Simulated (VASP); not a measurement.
# In5P3 (a cell with a defect) in VASP: a series of runs, part 2 of 2

VASP 6.6.1. Earlier steps stand in the parts before.

## 4. Relaxation of the atoms, PBE

Input file INCAR:

```
SYSTEM = In5P3
PREC = Accurate
ENCUT = 520
EDIFF = 1E-6
ISMEAR = 0
SIGMA = 0.02
LREAL = .FALSE.
LASPH = .TRUE.
NELM = 80
ALGO = Normal
ISIF = 2
LWAVE = .FALSE.
LCHARG = .FALSE.
GGA = PE
IBRION = 2
NSW = 65
EDIFFG = -0.025
```

Input file KPOINTS:

```
Automatic mesh
0
G
  3 3 3
  0 0 0
```

Input file POSCAR:

```
In5P3
1.0
    0.0000000000      0.0000000000     -5.9597880294
    0.0000000000     -5.9597880294      0.0000000000
   -5.9597880294      0.0000000000      0.0000000000
In P
5 3
Direct
    1.0000000000      1.0000000000      1.0000000000
    0.0000000000      0.5000000000      0.5000000000
    0.5000000000      0.0000000000      0.5000000000
    0.5000000000      0.5000000000      1.0000000000
    0.2500000000      0.2500000000      0.7500000000
    0.2500000000      0.7500000000      0.2500000000
    0.7500000000      0.2500000000      0.2500000000
    0.7500000000      0.7500000000      0.7500000000
```

Potentials or basis: VASP PAW PBE potentials, release 64 (In_d, P).

On the command line:

```
cat potpaw_PBE.64/In_d/POTCAR potpaw_PBE.64/P/POTCAR > POTCAR
mpirun -np 1 vasp_std > vasp.out
```

OUTCAR:

```text
SYSTEM = In5P3
   PREC = Accurate
   ENCUT = 520
   EDIFF = 1E-6
   ISMEAR = 0
   LREAL = .FALSE.
   LASPH = .TRUE.
   NELM = 80
   ISIF = 2
   GGA = PE
   IBRION = 2
   NSW = 65
   EDIFFG = -0.025

 ion  position               nearest neighbor table
   1  0.000  0.000  0.000-   5 2.58   6 2.58   7 2.58   8 2.58
   2  0.000  0.500  0.500-   5 2.58   6 2.58   7 2.58   8 2.58
   3  0.500  0.000  0.500-   5 2.58   6 2.58   7 2.58   8 2.58
   4  0.500  0.500  0.000-   5 2.58   6 2.58   7 2.58   8 2.58
   5  0.250  0.250  0.750-   1 2.58   2 2.58   3 2.58   4 2.58
   6  0.250  0.750  0.250-   1 2.58   2 2.58   3 2.58   4 2.58
   7  0.750  0.250  0.250-   1 2.58   2 2.58   3 2.58   4 2.58
   8  0.750  0.750  0.750-   1 2.58   2 2.58   3 2.58   4 2.58

  LATTYP: Found a simple cubic cell.
 ALAT       =     5.9597880294

  Lattice vectors:

 A1 = (   0.0000000000,   0.0000000000,  -5.9597880294)
 A2 = (   0.0000000000,  -5.9597880294,   0.0000000000)
 A3 = (  -5.9597880294,   0.0000000000,   0.0000000000)

Analysis of symmetry for initial positions (statically):
=====================================================================
 Subroutine PRICEL returns:
 Original cell was already a primitive cell.

 Routine SETGRP: Setting up the symmetry group for a
 simple cubic supercell.
[... 153 lines left out ...]

 number of electron      80.0000035 magnetization

 Free energy of the ion-electron system (eV)
  ---------------------------------------------------
  ext. energy  EPLUGINS =         0.00000000
  ---------------------------------------------------
  free energy    TOTEN  =       -28.03142503 eV

  energy without entropy =      -28.02608170  energy(sigma->0) =      -28.02875336

------------------------ aborting loop because EDIFF is reached ----------------------------------------

  FORCE on cell =-STRESS in cart. coord.  units (eV):
  Direction    XX          YY          ZZ          XY          YZ          ZX
  --------------------------------------------------------------------------------------
  -------------------------------------------------------------------------------------
  Total        7.5098201      7.5098201      7.5098201      0.0000000     -0.0000000      0.0000000
  in kB       56.8391630     56.8391630     56.8391630      0.0000000     -0.0000000      0.0000000
  external PRESSURE =      56.8391630 kB  Pullay stress =       0.0000000 kB
[... 113 lines left out ...]
--------------------------------------- Ionic step        4  -------------------------------------------

 number of electron      80.0000023 magnetization

 Free energy of the ion-electron system (eV)
  ---------------------------------------------------
  ext. energy  EPLUGINS =         0.00000000
  ---------------------------------------------------
  free energy    TOTEN  =       -28.40000608 eV

  energy without entropy =      -28.39505575  energy(sigma->0) =      -28.39753091

 E-fermi :   5.9366     XC(G=0):  -9.2955

 val. band max:        5.6496774902   @ k =   0.3333   0.0000   0.0000
 cond. band min:       5.9487402596   @ k =   0.3333   0.3333   0.0000
 fundamental gap:      0.2990627693
 Fermi energy:         5.9365668304

 k-point     1 :       0.0000    0.0000    0.0000
  band No.  band energies     occupation
      1      -9.2558      2.00000
      2      -9.2558      2.00000
      3      -9.2558      2.00000
      4      -9.2246      2.00000
      5      -9.2246      2.00000
      6      -9.1172      2.00000
[... 228 lines left out ...]
  FREE ENERGIE OF THE ION-ELECTRON SYSTEM (eV)
  ---------------------------------------------------
  free  energy   TOTEN  =       -28.4000060774 eV

  energy  without entropy=      -28.3950557497  energy(sigma->0) =      -28.39753091

 reached required accuracy - stopping structural energy minimisation
```

Wall time 84 s (1 thread of Intel Xeon 6975P-C (Granite Rapids), shared host); peak memory 0.33 GiB.

What came out:

```yaml
Free_energy: -28.4000 eV
Energy_gained_by_relaxing: 46.1 meV/atom
Ionic_steps: 4
Pressure_after_relaxing: 5.3 GPa
Largest_force_after_relaxing: 0.009 eV/Å
Band_gap_on_the_k_mesh: zero (band 40 reaches 6.37 eV, above the bottom of band 41 at 5.65 eV)
```

Forces on the atoms (eV/Å):
```
In   0.005 -0.005 -0.005
In  -0.005  0.005 -0.005
In  -0.005 -0.005  0.005
In   0.005  0.005  0.005
In   0.000  0.000  0.000
P    0.000  0.000  0.000
P    0.000  0.000  0.000
P    0.000  0.000  0.000
```

Step by step:
```csv
step,energy change (eV),largest force (eV/Å),pressure (GPa)
1,0.0000,1.5492,5.68
2,-0.3036,0.5763,5.36
3,-0.3671,0.0933,5.36
4,-0.3686,0.0086,5.33
```

Final structure:
```
In P
1.0
     0.00000    0.00000   -5.95979
     0.00000   -5.95979    0.00000
    -5.95979    0.00000    0.00000
In P
5 3
Direct
  0.98764 0.98764 0.01236
  0.98764 0.51236 0.48764
  0.51236 0.98764 0.48764
  0.51236 0.51236 0.01236
  0.25000 0.25000 0.75000
  0.25000 0.75000 0.25000
  0.75000 0.25000 0.25000
  0.75000 0.75000 0.75000
```

Levels at points of the mesh, in eV from the Fermi level:
| k point | band 37 | band 38 | band 39 | band 40 | band 41 | band 42 |
| --- | --- | --- | --- | --- | --- | --- |
| (0.00, 0.00, 0.00) | -2.50 | -2.50 | -0.38 | 0.44 | 0.44 | 0.44 |

Caveat: spin-orbit coupling is left out, which moves the levels of the heavy elements.

## 5. Relaxation of the atoms, PBE, collinear spin, ferromagnetic start

Input file INCAR:

```
PREC     = Accurate       # precision mode
ENCUT    = 520            # plane-wave cutoff, eV
EDIFF    = 1E-6           # SCF threshold, eV
ISMEAR   = 0              # smearing method
SIGMA    = 0.02           # smearing width, eV
LREAL    = False          # projectors in reciprocal space
LASPH    = True           # aspherical terms in the spheres
NELM     = 150            # most SCF steps
ALGO     = Normal         # electronic algorithm
ISIF     = 2              # what is computed and relaxed
LWAVE    = False          # write WAVECAR
LCHARG   = False          # write CHGCAR
ISPIN    = 2              # spin polarisation
MAGMOM   = 0.2 0.2 0.2 0.2 0.2 0 0 0 # initial moments
LORBIT   = 11             # projections on sites
GGA      = PE             # functional
IBRION   = 2              # ionic algorithm
NSW      = 65             # ionic steps
EDIFFG   = -0.025         # ionic threshold
NELECT   = 81.0         
LUSENCCL = False
```

Input file KPOINTS:

```
Automatic mesh
0
Gamma
  3 3 3
```

Input file POSCAR:

```
In5P3
1.0
    0.0000000000      0.0000000000     -5.9597880294
    0.0000000000     -5.9597880294      0.0000000000
   -5.9597880294      0.0000000000      0.0000000000
In P
5 3
Direct
    0.9876770686      0.9876770686      1.0123229314
   -0.0123229314      0.5123229314      0.4876770686
    0.5123229314     -0.0123229314      0.4876770686
    0.5123229314      0.5123229314      1.0123229314
    0.2500000000      0.2500000000      0.7500000000
    0.2500000000      0.7500000000      0.2500000000
    0.7500000000      0.2500000000      0.2500000000
    0.7500000000      0.7500000000      0.7500000000
```

On the command line:

```
cat potpaw_PBE.64/In_d/POTCAR potpaw_PBE.64/P/POTCAR > POTCAR
mpirun -np 1 vasp_std > vasp.out
```

It took 2.5 min on 1 × NVIDIA H100 80GB with 1 thread of Intel Xeon Platinum 8481C at 2.70GHz (Sapphire Rapids), shared host; peak memory 1.3 GiB.

Results (log left out):

```yaml
Free_energy: -22.5083 eV
Energy_gained_by_relaxing: 7.0 meV/atom
Ionic_steps: 3
Largest_force_after_relaxing: 0.006 eV/Å
Net_moment: 0.85 μB per cell
Site_moments: In +0.04, +0.15; P +0.05 μB
Valence_electrons_inside_the_program's_atomic_spheres: In 11.57, 11.71; P 2.54
```

Forces on the atoms (eV/Å):
```
In   0.004 -0.004 -0.004
In  -0.004  0.004 -0.004
In  -0.004 -0.004  0.004
In   0.004  0.004  0.004
In   0.000  0.000  0.000
P    0.000  0.000  0.000
P    0.000  0.000  0.000
P    0.000  0.000  0.000
```

Step by step:
| step | energy change (eV) | largest force (eV/Å) | pressure (GPa) |
| --- | --- | --- | --- |
| 1 | 0.0000 | 0.5984 | 13.45 |
| 2 | -0.0481 | 0.2305 | 13.48 |
| 3 | -0.0563 | 0.0061 | 13.53 |

Final structure:
```
In P
1.0
     0.00000    0.00000   -5.95979
     0.00000   -5.95979    0.00000
    -5.95979    0.00000    0.00000
In P
5 3
Direct
  0.99213 0.99213 0.00787
  0.99213 0.50787 0.49213
  0.50787 0.99213 0.49213
  0.50787 0.50787 0.00787
  0.25000 0.25000 0.75000
  0.25000 0.75000 0.25000
  0.75000 0.25000 0.25000
  0.75000 0.75000 0.75000
```

Levels at points of the mesh, in eV from the Fermi level:
Spin up:
```tsv
k point	band 39	band 40	band 41	band 42	band 43	band 44
(0.00, 0.00, 0.00)	-0.38	0.28	0.28	0.28	1.08	1.08
```
Spin down:
| k point | band 35 | band 36 | band 37 | band 38 | band 39 | band 40 | band 41 | band 42 | band 43 | band 44 |
| --- | --- | --- | --- | --- | --- | --- | --- | --- | --- | --- |
| (0.00, 0.00, 0.00) | -3.17 | -2.49 | -2.49 | -2.49 | -0.33 | 0.44 | 0.44 | 0.44 | 1.17 | 1.17 |

Caveat: the cell carries a net charge on a neutralising background, which shifts energy and pressure; the cell is charged against a uniform background, so pressure and absolute levels hang on convention; spin-orbit coupling is left out, which moves the levels of the heavy elements.
